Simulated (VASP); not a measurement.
Write the native input for VASP 6.6.1 that does the following.

```yaml
Task: single point
Functional: LDA
Potentials_or_basis: VASP PAW LDA potentials, release 64 (Si)
Cutoff: 520 eV
k_mesh: 22 × 22 × 22
Occupations: gaussian, width 0.15 eV
Spin: no spin polarisation
Dipole_correction: no
Further_INCAR_settings: ALGO = Normal; EDIFF = 1e-06; NBANDS = 8
```

The structure of Si lies in POSCAR:

```
Si
1.0
   -1.6513186540      1.6513186540      1.3599397455
    1.6513186540     -1.6513186540      1.3599397455
    1.6513186540      1.6513186540     -1.3599397455
Si
1
Direct
    0.0000000000      0.0000000000      0.0000000000
```

This cell differs from its parent crystal: strain +0.015 along x and y, +0.030 along z.

One way to write it, as run:

INCAR

```
PREC = Accurate
ENCUT = 520
EDIFF = 1E-6
ISMEAR = 0
SIGMA = 0.15
LREAL = False
LASPH = True
NELM = 60
ALGO = Normal
ISIF = 2
LWAVE = False
LCHARG = True
LELF = True
LVHAR = True
NBANDS = 8
```

KPOINTS

```
Automatic mesh
0
Gamma
  22 22 22
```

Potentials or basis: VASP PAW LDA potentials, release 64 (Si).

Command:

```bash
$ cat potpaw_LDA.64/Si/POTCAR > POTCAR
$ mpirun -np 1 vasp_std > vasp.out
```

It gave:

The pressure is -5.3 GPa and the band gap on the k mesh is zero (band 2 reaches 19.35 eV, above the bottom of band 3 at 6.10 eV).

Caveat: the cell differs from its parent crystal (strain +0.015 along x and y, +0.030 along z).

Run time: 45 s on 1 thread of AMD EPYC 7R43 64-Core Processor (Zen 3) (shared host), peak memory 0.15 GiB.
